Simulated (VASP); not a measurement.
A run of VASP 6.6.1 is set up as follows.

Contents of INCAR:

```
SYSTEM = La
ALGO = Normal ; EDIFF = 1E-6
ENCUT = 520 ; GGA = PE
ISIF = 2 ; ISMEAR = -1
LASPH = .TRUE. ; LCHARG = .TRUE.
LELF = .TRUE. ; LREAL = .FALSE.
LVHAR = .TRUE. ; LWAVE = .FALSE.
NBANDS = 12 ; NELM = 80
PREC = Accurate ; SIGMA = 0.05
```

File KPOINTS:

```
k-points
0
G
  9 9 9
  0 0 0
```

The input POSCAR:

```
La
1.0
   -2.1517794217      2.1517794217      2.1517794217
    2.1517794217     -2.1517794217      2.1517794217
    2.1517794217      2.1517794217     -2.1517794217
La
1
Direct
    0.0000000000      0.0000000000      0.0000000000
```

Potentials or basis: VASP PAW PBE potentials, release 64 (La).

The run is started by

```sh
$ cat potpaw_PBE.64/La/POTCAR > POTCAR
$ mpirun -np 1 vasp_std > vasp.out
```

(1) Predict the pressure.

Answers

(1) -1.4 GPa.
